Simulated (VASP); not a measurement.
Here is a VASP 6.6.1 calculation.

Contents of INCAR:

```
ALGO     = Normal         # electronic algorithm
EDIFF    = 1E-6           # SCF threshold, eV
ENCUT    = 520            # plane-wave cutoff, eV
GGA      = PE             # functional
ISIF     = 2              # what is computed and relaxed
ISMEAR   = -1             # smearing method
LASPH    = T              # aspherical terms in the spheres
LCHARG   = T              # write CHGCAR
LELF     = T              # ELF
LREAL    = F              # projectors in reciprocal space
LVHAR    = T            
LWAVE    = F              # write WAVECAR
NBANDS   = 18             # bands
NELM     = 80             # most SCF steps
PREC     = Accurate       # precision mode
SIGMA    = 0.1            # smearing width, eV
```

The input KPOINTS:

```
k-points
0
Gamma
  13 13 13
```

The input POSCAR:

```
Si2Mo
1.0
   -1.6210550461      1.6210550461      3.9822230367
    1.6210550461     -1.6210550461      3.9822230367
    1.6210550461      1.6210550461     -3.9822230367
Si Mo
2 1
Direct
    0.3330000000      0.3330000000      0.0000000000
    0.6670000000      0.6670000000      0.0000000000
    0.0000000000      0.0000000000      0.0000000000
```

Potentials or basis: VASP PAW PBE potentials, release 64 (Si, Mo_sv).

Launch:

```bash
$ cat potpaw_PBE.64/Si/POTCAR potpaw_PBE.64/Mo_sv/POTCAR > POTCAR
$ mpirun -np 1 vasp_std > vasp.out
```

Q: Estimate the largest force.

A: 0.330 eV/Å.

Q: Estimate the band gap on the k mesh.

A: Zero (band 11 reaches 12.16 eV, above the bottom of band 12 at 11.23 eV).

Stress tensor (GPa, compression positive):
```
-4.72  0.00  0.00
 0.00 -4.72  0.00
 0.00  0.00 -6.76
```
